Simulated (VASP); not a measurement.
The system is KMgF3.

```
CELL_PARAMETERS angstrom
3.98590 0.00000 0.00000
0.00000 3.98590 0.00000
0.00000 0.00000 3.98590
ATOMIC_POSITIONS crystal
K 0.50000 0.50000 0.50000
Mg 0.00000 0.00000 0.00000
F 0.50000 0.00000 0.00000
F 0.00000 0.50000 0.00000
F 0.00000 0.00000 0.50000
```

```yaml
Program: VASP 6.6.1
Task: relaxation of cell and atoms
Functional: RPBE
Potentials_or_basis: VASP PAW PBE potentials, release 64 (K_sv, Mg, F)
Cutoff: 600 eV
k_mesh: 6 × 6 × 6
Occupations: gaussian, width 0.01 eV
Spin: no spin polarisation
```

At the start: pressure 7.4 GPa; volume 12.67 Å³/atom.

Where does the relaxation end?

Over 3 steps the energy falls by 29.4 meV/atom and the volume is 14.08 Å³/atom (+11.1 %); space group Pm-3m (No. 221, to 0.05 Å).

Step by step:
```
step  energy change (eV)  largest force (eV/Å)  pressure (GPa)  volume (Å³)
   1              0.0000                0.0000            7.45        63.33
   2             -0.1418                0.0000            1.19        68.88
   3             -0.1469                0.0000           -0.09        70.38
```

Final structure:
```cif
data_structure
_symmetry_space_group_name_H-M 'P 1'
_symmetry_Int_Tables_number 1
_cell_length_a 4.1288
_cell_length_b 4.1288
_cell_length_c 4.1288
_cell_angle_alpha 90.000
_cell_angle_beta 90.000
_cell_angle_gamma 90.000
_cell_volume 70.38
loop_
_atom_site_label
_atom_site_type_symbol
_atom_site_fract_x
_atom_site_fract_y
_atom_site_fract_z
_atom_site_occupancy
K1 K 0.50000 0.50000 0.50000 1
Mg1 Mg 0.00000 0.00000 0.00000 1
F1 F 0.50000 0.00000 0.00000 1
F2 F 0.00000 0.50000 0.00000 1
F3 F 0.00000 0.00000 0.50000 1
```

Caveat: the PAW data sets were made with another functional, which shifts forces and pressure a little; the volume moved by +11 % from the deposited cell, more than functionals usually miss.
